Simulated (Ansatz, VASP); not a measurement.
## One calculation of Al3GaN4, two programs

```
Al Ga N
1.0
     4.37615    0.06532   -0.10120
     0.06532    4.79535   -0.14841
    -0.10120   -0.14841    4.42189
Al Ga N
3 1 4
Direct
  0.60761 0.47086 0.03203
  0.38713 0.02715 0.48517
  0.02318 0.47541 0.46746
  0.92315 0.02885 0.92570
  0.78600 0.75783 0.34851
  0.76644 0.23531 0.79798
  0.19777 0.75682 0.75799
  0.30872 0.24777 0.18516
```

Change from the starting cell: all atoms moved at random (sigma 0.3 Å a component), cell strained at random (sigma 0.03).

Alike in both runs: task single point; functional PBEsol; k mesh 6 × 6 × 6; occupations gaussian, width 0.05 eV; no spin polarisation.

```csv
,VASP,Ansatz
version,VASP 6.6.1,Ansatz 0.2.0
potentials or method,"VASP PAW PBE potentials, release 64 (Al, Ga_d, N), cutoff 520 eV","scalar-relativistic, plane waves, PAW"
valence electrons in the cell,42,42
```

```csv
,VASP,Ansatz,Ansatz less VASP
gap on the k mesh at the Fermi level (eV),none,none,-
pressure (GPa),28.1,28.0,-0.12
"traceless stress, the component that is largest in VASP (GPa)",-45.85,-45.73,+0.119
rms of the force components (eV/Å),11.894,11.899,+0.0050
```

VASP's potentials were made for PBE, not for PBEsol. Atom by atom the forces differ by 0.038 eV/Å (rms over components). A gap of «none» marks a metal or a gap that the smearing closes. With one functional, cell and mesh, what is left measures potentials, basis and numerics.
